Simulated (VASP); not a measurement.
Write the native input for VASP 6.6.1 that does the following.

```yaml
Task: single point
Functional: PBE
Potentials_or_basis: VASP PAW PBE potentials, release 64 (Si)
Cutoff: 520 eV
k_mesh: 12 × 12 × 6
Occupations: gaussian, width 0.05 eV
Spin: no spin polarisation
Dipole_correction: no
Further_INCAR_settings: ALGO = Normal; EDIFF = 1e-07; NBANDS = 16
```

The structure of Si lies in POSCAR:

```
Si
1.0
    3.7558710575      0.0000000000      0.0000000000
   -1.8779355288      3.2526797491      0.0000000000
    0.0000000000      0.0000000000      6.6914598761
Si
4
Direct
    0.3333333333      0.6666666667      0.0770726086
    0.6666666667      0.3333333333      0.5770726086
    0.3333333333      0.6666666667      0.4229273914
    0.6666666667      0.3333333333      0.9229273914
```

This isn't the form of Si at room conditions, which is diamond.

This cell differs from its parent crystal: atoms shifted along a free coordinate, c/a of the conventional cell at fixed volume 1.7816.

One way to write it, as run:

INCAR

```
SYSTEM = Si
  ALGO = Normal
  EDIFF = 1E-7
  ENCUT = 520
  GGA = PE
  ISIF = 2
  ISMEAR = 0
  LASPH = .TRUE.
  LCHARG = .FALSE.
  LREAL = .FALSE.
  LWAVE = .FALSE.
  NBANDS = 16
  NELM = 80
  PREC = Accurate
  SIGMA = 0.05
```

KPOINTS

```
k-points
0
G
  12 12 6
  0 0 0
```

Potentials or basis: VASP PAW PBE potentials, release 64 (Si).

Run with:

```bash
$ cat potpaw_PBE.64/Si/POTCAR > POTCAR
$ mpirun -np 1 vasp_std > vasp.out
```

It gave:

```yaml
Pressure: -0.9 GPa
Largest_force: 1.787 eV/Å
Band_gap_on_the_k_mesh: zero (bands 8 and 9 overlap by 0.35 eV)
```

Caveat: the stress differs along the axes, from -5 to 1 GPa; semilocal functionals underestimate gaps, and a narrow one can read as zero; forces of over 1 eV/Å act on the atoms, so gaps and moduli don't describe the material at rest.

Run time: 2.2 min on 1 thread of Intel Xeon 8259CL (shared host), peak memory 0.22 GiB.
